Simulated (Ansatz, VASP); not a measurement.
# KBr in VASP and in Ansatz

INCAR

```
ALGO = Normal ; EDIFF = 1E-7
ENCUT = 520 ; GGA = PE
ISIF = 2 ; ISMEAR = -1
LASPH = T ; LCHARG = F
LREAL = F ; LWAVE = F
NBANDS = 15 ; NELM = 100
PREC = Accurate ; SIGMA = 0.02
```

Contents of KPOINTS:

```
k-points
0
Gamma
  6 6 6
```

File POSCAR:

```
KBr
1.0
    0.0000000000      3.4343377188      3.2741773672
    3.4343377188      0.0000000000      3.2741773672
    3.4343377188      3.4343377188      0.0000000000
K Br
1 1
Direct
    0.0000000000      0.0000000000      0.0000000000
    0.5000000000      0.5000000000      0.5000000000
```

Input for Ansatz:

```yaml
crystal:
  lattice:
    - [0.0, 3.4343377188, 3.2741773672]
    - [3.4343377188, 0.0, 3.2741773672]
    - [3.4343377188, 3.4343377188, 0.0]
  atoms:
    - { symbol: K, position: [0.0, 0.0, 0.0] }
    - { symbol: Br, position: [0.5, 0.5, 0.5] }
kpoints:
  mp_grid: { grid: [6, 6, 6] }
  band_path:
    path:
      - [0.0, 0.0, 0.0]
      - [0.5, 0.0, 0.5]
      - [0.625, 0.25, 0.625]
      - [0.375, 0.375, 0.75]
      - [0.5, 0.5, 0.5]
      - [0.5, 0.25, 0.75]
    npoints: 1
hamiltonian:
  xc: pbe
scf:
  occupations: { method: fermi_dirac, width: 0.02 }
  n_extra_bands: 4
output:
  forces: true
  stress: true
  eigenvalues: true
  write_density: true
  write_potential: true
  elf: true
  volumetric_format: npy
```

Change from the starting cell: epitaxial_xy strain +4.0%.

Alike in both runs: task single point; functional PBE; k mesh 6 × 6 × 6; occupations fermi-dirac, width 0.02 eV; no spin polarisation.

|  | VASP | Ansatz |
| --- | --- | --- |
| version | VASP 6.6.1 | Ansatz 0.2.0 |
| potentials or method | VASP PAW PBE potentials, release 64 (K_sv, Br) | plane waves, PAW |
| plane-wave cutoff (eV) | 520 | 420 |
| valence electrons in the cell | 16 | 16 |

Ansatz gave:

```
gap on the k mesh at the Fermi level (eV)                     : 4.24
pressure (GPa)                                                : -0.2
traceless stress, the component that is largest in VASP (GPa) : 0.78
```

Which values does VASP return?

gap on the k mesh at the Fermi level (eV): 4.24; pressure (GPa): -0.2; traceless stress, the component that is largest in VASP (GPa): 0.79.
